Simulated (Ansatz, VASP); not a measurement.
Two plane-wave programs on ZnF2

POSCAR

```
ZnF2
1.0
    4.7186350000      0.0000000000      0.0000000000
    0.0000000000      4.7186350000      0.0000000000
    0.0000000000      0.0000000000      3.1430150000
Zn F
2 4
Direct
    0.0000000000      0.0000000000      0.0000000000
    0.5000000000      0.5000000000      0.5000000000
    0.3024000000      0.3024000000      0.0000000000
    0.1976000000      0.8024000000      0.5000000000
    0.6976000000      0.6976000000      0.0000000000
    0.8024000000      0.1976000000      0.5000000000
```

The input INCAR.step1:

```
SYSTEM = ZnF2
PREC = Accurate
ENCUT = 520
EDIFF = 1E-5
ISMEAR = -1
SIGMA = 0.1
LREAL = .False.
LASPH = .True.
NELM = 120
ALGO = Normal
ISIF = 2
LWAVE = .True.
LCHARG = .False.
GGA = PE
NBANDS = 35
GGA_COMPAT = .False.
```

File INCAR.step2:

```
SYSTEM = ZnF2
PREC = Accurate
ENCUT = 520
EDIFF = 1E-6
ISMEAR = -1
SIGMA = 0.1
LREAL = .False.
LASPH = .True.
NELM = 120
ALGO = Normal
ISIF = 2
LWAVE = .False.
LCHARG = .False.
GGA = PE
LHFCALC = .True.
HFSCREEN = 0.2079
PRECFOCK = Normal
ISTART = 1
NBANDS = 35
GGA_COMPAT = .False.
```

The input KPOINTS:

```
Automatic mesh
0
Gamma
  2 2 3
  0 0 0
```

Input for Ansatz:

```yaml
crystal:
  lattice:
    - [4.718635, 0.0, 0.0]
    - [0.0, 4.718635, 0.0]
    - [0.0, 0.0, 3.143015]
  atoms:
    - { symbol: Zn, position: [0.0, 0.0, 0.0] }
    - { symbol: Zn, position: [0.5, 0.5, 0.5] }
    - { symbol: F, position: [0.3024, 0.3024, 0.0] }
    - { symbol: F, position: [0.1976, 0.8024, 0.5] }
    - { symbol: F, position: [0.6976, 0.6976, 0.0] }
    - { symbol: F, position: [0.8024, 0.1976, 0.5] }
kpoints:
  mp_grid: { grid: [2, 2, 3], shift: [0, 0, 0] }
magnetization:
  spin_polarized: false
scf:
  occupations: { method: fermi_dirac }
hamiltonian:
  pseudopotentials: { kind: paw }
  xc: hse06
basis:
  ecutwfc: 420
  fft_grid_basis: typed
output:
  forces: true
  stress: true
  eigenvalues: true
  bader: true
  populations: true
  elf: true
  write_potential: true
  volumetric_format: npy
  dos:
    e_range: [-12, 8]
    de: 0.05
    projected: { site_lists: { F: [F], Zn: [Zn] } }
    method: { smearing: { sigma: 0.1, scheme: gaussian } }
```

Alike in both runs: task single point; functional HSE06; k mesh 2 × 2 × 3; no spin polarisation.

```csv
,VASP,Ansatz
version,VASP 6.6.1,Ansatz 0.2.0
potentials or method,"VASP PAW PBE potentials, release 64 (Zn, F), cutoff 520 eV",PAW plane waves
occupations,"fermi-dirac, width 0.1 eV",fermi-dirac
valence electrons in the cell,52,52
```

Ansatz gave:

```
gap on the k mesh at the Fermi level (eV)                     : 6.12
pressure (GPa)                                                : 0.9
traceless stress, the component that is largest in VASP (GPa) : -0.11
rms of the force components (eV/Å)                            : 0.035
```

Task: Estimate VASP's values.

Result: gap on the k mesh at the Fermi level (eV): 6.00; pressure (GPa): 1.7; traceless stress, the component that is largest in VASP (GPa): 0.09; rms of the force components (eV/Å): 0.029.

Atom by atom the forces differ by 0.006 eV/Å (rms over components). Ansatz's warnings: stress exchange threshold loose, stress scf threshold loose.

The k mesh is coarse, so the values compare programs but aren't converged.
